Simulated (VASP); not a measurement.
# Ga (Pm-3n) in VASP: single point with PBE

Aim: the single point of Ga with PBE.

All numbers are computed with VASP 6.6.1; they aren't measurements. Logs are shortened: lines on timing, memory, paths and dates and some standing lists are left out, and cuts for length are marked.

## Step 1: The cell of the first run

The structure is cubic, space group Pm-3n (No. 223). Conventional cell: a = 5.377 Å, b = 5.377 Å, c = 5.377 Å, α = 90.00°, β = 90.00°, γ = 90.00°. Within 4.0 Å of Ga (site symmetry m-3) lie 12 Ga at 3.01 Å. Within 3.5 Å of Ga (site symmetry -4m2) lie 14 Ga at 2.69 to 3.29 Å.

## Step 2: Single point, PBE

File INCAR:

```
SYSTEM = Ga
  PREC = Accurate
  ENCUT = 520
  EDIFF = 1E-6
  ISMEAR = 0
  SIGMA = 0.1
  LREAL = .FALSE.
  LASPH = .TRUE.
  NELM = 80
  ALGO = Fast
  ISIF = 2
  LWAVE = .FALSE.
  LCHARG = .FALSE.
  GGA = PE
  NBANDS = 62
```

File KPOINTS:

```
regular mesh
0
G
  8 8 8
  0 0 0
```

File POSCAR:

```
Ga
1.0
    5.3771721149      0.0000000000      0.0000000000
    0.0000000000      5.3771721149      0.0000000000
    0.0000000000      0.0000000000      5.3771721149
Ga
8
Direct
    0.5000000000      0.5000000000      0.5000000000
    0.0000000000      0.0000000000      0.0000000000
    0.2500000000      0.0000000000      0.5000000000
    0.5000000000      0.2500000000      0.0000000000
    0.5000000000      0.7500000000      0.0000000000
    0.7500000000      0.0000000000      0.5000000000
    0.0000000000      0.5000000000      0.7500000000
    0.0000000000      0.5000000000      0.2500000000
```

Potentials or basis: VASP PAW PBE potentials, release 64 (Ga_d).

Run with:

```console
> cat potpaw_PBE.64/Ga_d/POTCAR > POTCAR
> mpirun -np 1 vasp_std > vasp.out
```

OUTCAR:

```text
SYSTEM = Ga
   PREC = Accurate
   ENCUT = 520
   EDIFF = 1E-6
   ISMEAR = 0
   LREAL = .FALSE.
   LASPH = .TRUE.
   NELM = 80
   ISIF = 2
   GGA = PE

 ion  position               nearest neighbor table
   1  0.500  0.500  0.500-
   2  0.000  0.000  0.000-
   3  0.250  0.000  0.500-   6 2.69   6 2.69
   4  0.500  0.250  0.000-   5 2.69   5 2.69
   5  0.500  0.750  0.000-   4 2.69   4 2.69
   6  0.750  0.000  0.500-   3 2.69   3 2.69
   7  0.000  0.500  0.750-   8 2.69   8 2.69
   8  0.000  0.500  0.250-   7 2.69   7 2.69

  LATTYP: Found a simple cubic cell.
 ALAT       =     5.3771721149

  Lattice vectors:

 A1 = (   5.3771721149,   0.0000000000,   0.0000000000)
 A2 = (   0.0000000000,   5.3771721149,   0.0000000000)
 A3 = (   0.0000000000,   0.0000000000,   5.3771721149)

Analysis of symmetry for initial positions (statically):
=====================================================================
 Subroutine PRICEL returns:
 Original cell was already a primitive cell.

 Routine SETGRP: Setting up the symmetry group for a
 simple cubic supercell.

 Subroutine GETGRP returns: Found 48 space group operations
 (whereof 24 operations were pure point group operations)
 out of a pool of 48 trial point group operations.

The static configuration has the point symmetry T_h .
 The point group associated with its full space group is O_h .

Analysis of symmetry for dynamics (positions and initial velocities):
=====================================================================
 Subroutine PRICEL returns:
 Original cell was already a primitive cell.

 Routine SETGRP: Setting up the symmetry group for a
 simple cubic supercell.

 Subroutine GETGRP returns: Found 48 space group operations
 (whereof 24 operations were pure point group operations)
 out of a pool of 48 trial point group operations.

The dynamic configuration has the point symmetry T_h .
 The point group associated with its full space group is O_h .

 Subroutine INISYM returns: Found 48 space group operations
 (whereof 24 operations are pure point group operations),
 and found     1 'primitive' translations

----------------------------------------------------------------------------------------

                                     Primitive cell

  volume of cell :     155.4754

  direct lattice vectors                    reciprocal lattice vectors
     5.377172115  0.000000000  0.000000000     0.185971358  0.000000000  0.000000000
     0.000000000  5.377172115  0.000000000     0.000000000  0.185971358  0.000000000
     0.000000000  0.000000000  5.377172115     0.000000000  0.000000000  0.185971358

  length of vectors
     5.377172115  5.377172115  5.377172115     0.185971358  0.185971358  0.185971358

  position of ions in fractional coordinates (direct lattice)
     0.500000000  0.500000000  0.500000000
     0.000000000  0.000000000  0.000000000
     0.250000000  0.000000000  0.500000000
     0.500000000  0.250000000  0.000000000
     0.500000000  0.750000000  0.000000000
     0.750000000  0.000000000  0.500000000
     0.000000000  0.500000000  0.750000000
     0.000000000  0.500000000  0.250000000

  ion indices of the primitive-cell ions
   primitive index   ion index
                 1           1
                 2           2
                 3           3
                 4           4
                 5           5
                 6           6
                 7           7
                 8           8

----------------------------------------------------------------------------------------

 KPOINTS: regular mesh

Automatic generation of k-mesh.
 Grid dimensions read from file:
 generate k-points for:    8    8    8

 Generating k-lattice:

  Cartesian coordinates                     Fractional coordinates (reciprocal lattice)
     0.023246420  0.000000000  0.000000000     0.125000000  0.000000000  0.000000000
     0.000000000  0.023246420  0.000000000     0.000000000  0.125000000  0.000000000
     0.000000000  0.000000000  0.023246420     0.000000000  0.000000000  0.125000000

  Length of vectors
     0.023246420  0.023246420  0.023246420

  Shift w.r.t. Gamma in fractional coordinates (k-lattice)
     0.000000000  0.000000000  0.000000000

 Subroutine IBZKPT returns following result:
 ===========================================

 Found     35 irreducible k-points:

 Following reciprocal coordinates:
            Coordinates               Weight
  0.000000  0.000000  0.000000      1.000000
  0.125000  0.000000  0.000000      6.000000
  0.250000  0.000000  0.000000      6.000000
  0.375000  0.000000  0.000000      6.000000
  0.500000  0.000000  0.000000      3.000000
  0.125000  0.125000  0.000000     12.000000
[... 16 lines left out ...]
  0.375000  0.375000  0.125000     24.000000
  0.500000  0.375000  0.125000     24.000000
 [... further k-points ...]
   k-points           NKPTS =     35   k-points in BZ     NKDIM =     35   number of bands    NBANDS=     62
   number of dos      NEDOS =    301   number of ions     NIONS =      8
   total plane-waves  NPLWV =  64000
   dimension x,y,z NGX =    40 NGY =   40 NGZ =   40
   dimension x,y,z NGXF=    80 NGYF=   80 NGZF=   80
   ions per type =               8
   NGX,Y,Z   is equivalent  to a cutoff of  12.37, 12.37, 12.37 a.u.
   NGXF,Y,Z  is equivalent  to a cutoff of  24.73, 24.73, 24.73 a.u.
 SYSTEM =  Ga
   PREC   = accura    normal or accurate (medium, high low for compatibility)
   ISTART =      0    job   : 0-new  1-cont  2-samecut
   ICHARG =      2    charge: 1-file 2-atom 10-const
   ISPIN  =      1    spin polarized calculation?
   LNONCOLLINEAR =      F non collinear calculations
   LSORBIT =      F    spin-orbit coupling
   LASPH  =      T    aspherical Exc in radial PAW
   ENCUT  =  520.0 eV  38.22 Ry    6.18 a.u.  10.00 10.00 10.00*2*pi/ulx,y,z
   NELM   =     80;   NELMIN=  2; NELMDL= -5     # of ELM steps
   EDIFF  = 0.1E-05   stopping-criterion for ELM
   LREAL  =      F    real-space projection
   EDIFFG = 0.1E-04   stopping-criterion for IOM
   NSW    =      0    number of steps for IOM
   IBRION =     -1    ionic relax: 0-MD 1-quasi-New 2-CG
   NFREE  =      0    steps in history (QN), initial steepest desc. (CG)
   ISIF   =      2    stress and relaxation
   ISYM   =      2    0-nonsym 1-usesym 2-fastsym
   POTIM  = 0.5000    time-step for ionic-motion
   TEBEG  =    0.0;   TEEND  =   0.0 temperature during run
   PSTRESS=    0.0 pullay stress
   NELECT =     104.0000    total number of electrons
   NUPDOWN=      -1.0000    fix difference up-down
   EMIN   =  10.00;   EMAX   =-10.00  energy-range for DOS
   EFERMI =   0.00;   METHOD = LEGACY
   ISMEAR =     0;   SIGMA  =   0.10  broadening in eV -4-tet -1-fermi 0-gaus
   EFERMI_NEDOS =   21; number of points for ismear=-14 and -15
   IALGO  =     68    algorithm
   IMIX   =      4    mixing-type and parameters
     AMIX     =   0.40;   BMIX     =  1.00
     AMIX_MAG =   1.60;   BMIX_MAG =  1.00
  volume/ion in A,a.u.               =      19.43       131.15
  Fermi-wavevector in a.u.,A,eV,Ry     =   1.431744  2.705604 27.890455  2.049891
  Thomas-Fermi vector in A             =   2.551447
   LORBIT       =      0    0 simple, 1 ext, 2 COOP (PROOUT), +10 PAW based schemes
   GGA     = PE    functional components
   LHFCALC =     F    Hartree Fock is set to
   AEXX    =    0.0000 exact exchange contribution
   IVDW    =     0    specifies the selected vdW correction
   LEPSILON=     F    determine dielectric tensor
   LRPA    =     F    only Hartree local field effects (RPA)
 non-spin polarized calculation
 RMM-DIIS sequential band-by-band and
 Gauss-broadening in eV      SIGMA  =   0.10
  energy-cutoff  :      520.00
  volume of cell :      155.48
 maximum number of plane-waves:      4224
 NGX is ok and might be reduce to    40
   NGX = 19   NGY = 19   NGZ = 19

 number of electron     104.0000096 magnetization

 Free energy of the ion-electron system (eV)
  ---------------------------------------------------
  ext. energy  EPLUGINS =         0.00000000
  ---------------------------------------------------
  free energy    TOTEN  =       -22.82786323 eV

  energy without entropy =      -22.80984753  energy(sigma->0) =      -22.81885538

 E-fermi :   5.3307     XC(G=0): -10.8632

 val. band max:        5.2979762541   @ k =   0.3750   0.2500   0.2500
 cond. band min:       5.3444916780   @ k =   0.5000   0.1250   0.0000
 fundamental gap:      0.0465154240
 Fermi energy:         5.3307317132

 k-point     1 :       0.0000    0.0000    0.0000
  band No.  band energies     occupation
      1      -9.7965      2.00000
      2      -9.7965      2.00000
      3      -9.7916      2.00000
      4      -9.6807      2.00000
      5      -9.6807      2.00000
      6      -9.6807      2.00000
[... 54 lines left out ...]
     61      10.3648      0.00000
     62      10.3787      0.00000

 k-point     2 :       0.1250    0.0000    0.0000
  band No.  band energies     occupation
      1      -9.7957      2.00000
      2      -9.7928      2.00000
      3      -9.7773      2.00000
      4      -9.6894      2.00000
      5      -9.6764      2.00000
      6      -9.6764      2.00000
[... 54 lines left out ...]
     61       9.4668      0.00000
     62       9.4937      0.00000

 k-point     3 :       0.2500    0.0000    0.0000
  band No.  band energies     occupation
      1      -9.7939      2.00000
      2      -9.7910      2.00000
      3      -9.7301      2.00000
      4      -9.7032      2.00000
      5      -9.6664      2.00000
      6      -9.6664      2.00000
[... 1354 lines left out ...]
     61      10.3979      0.00000
     62      10.7069      0.00000

 k-point    24 :       0.5000    0.3750    0.1250
  band No.  band energies     occupation
      1      -9.7689      2.00000
      2      -9.6978      2.00000
      3      -9.6932      2.00000
      4      -9.6584      2.00000
      5      -9.6547      2.00000
      6      -9.6462      2.00000
[... 54 lines left out ...]
     61      10.0575      0.00000
     62      10.0848      0.00000

 [... further k-points ...]
[... 5 lines left out ...]
  --------------------------------------------------------------------------------------
  -------------------------------------------------------------------------------------
  Total        0.0872548      0.0872548      0.0872548     -0.0000000      0.0000000      0.0000000
  in kB        0.8991625      0.8991625      0.8991625     -0.0000000      0.0000000      0.0000000
  external PRESSURE =       0.8991625 kB  Pullay stress =       0.0000000 kB

 VOLUME and BASIS-vectors are now :
 -----------------------------------------------------------------------------
  energy-cutoff  :      520.00
  volume of cell :      155.48
      direct lattice vectors                 reciprocal lattice vectors
     5.377172115  0.000000000  0.000000000     0.185971358  0.000000000  0.000000000
     0.000000000  5.377172115  0.000000000     0.000000000  0.185971358  0.000000000
     0.000000000  0.000000000  5.377172115     0.000000000  0.000000000  0.185971358

 POSITION                                       TOTAL-FORCE (eV/Angst)
 -----------------------------------------------------------------------------------
      2.68859      2.68859      2.68859        -0.000000     -0.000000      0.000000
      0.00000      0.00000      0.00000        -0.000000     -0.000000      0.000000
      1.34429      0.00000      2.68859        -0.000000     -0.000000      0.000000
      2.68859      1.34429      0.00000        -0.000000     -0.000000      0.000000
      2.68859      4.03288      0.00000         0.000000      0.000000     -0.000000
      4.03288      0.00000      2.68859         0.000000      0.000000     -0.000000
      0.00000      2.68859      4.03288        -0.000000      0.000000     -0.000000
      0.00000      2.68859      1.34429        -0.000000      0.000000      0.000000
 -----------------------------------------------------------------------------------
    total drift:                               -0.000000     -0.000000     -0.000000

  FREE ENERGIE OF THE ION-ELECTRON SYSTEM (eV)
  ---------------------------------------------------
  free  energy   TOTEN  =       -22.8278632290 eV

  energy  without entropy=      -22.8098475343  energy(sigma->0) =      -22.81885538
```

Run time: 3.9 min. Hardware: 1 thread of Intel Xeon Platinum 8488C (Sapphire Rapids), shared host; peak memory 0.38 GiB.

Results:

- Free energy: -22.8279 eV
- Pressure: 0.1 GPa
- Band gap on the k mesh: zero (band 52 reaches 8.20 eV, above the bottom of band 53 at 4.48 eV)

Levels at points of the mesh, in eV from the Fermi level:
```tsv
k point	band 50	band 51	band 52	band 53	band 54	band 55
(0.00, 0.00, 0.00)	-1.24	-0.39	-0.39	-0.39	0.03	0.03
(0.50, 0.00, 0.00)	-3.29	-0.13	-0.13	0.58	0.58	1.33
(0.50, 0.50, 0.00)	-2.18	-2.18	-1.49	1.97	1.99	2.57
(0.50, 0.50, 0.50)	2.86	2.86	2.86	2.87	2.88	3.48
```
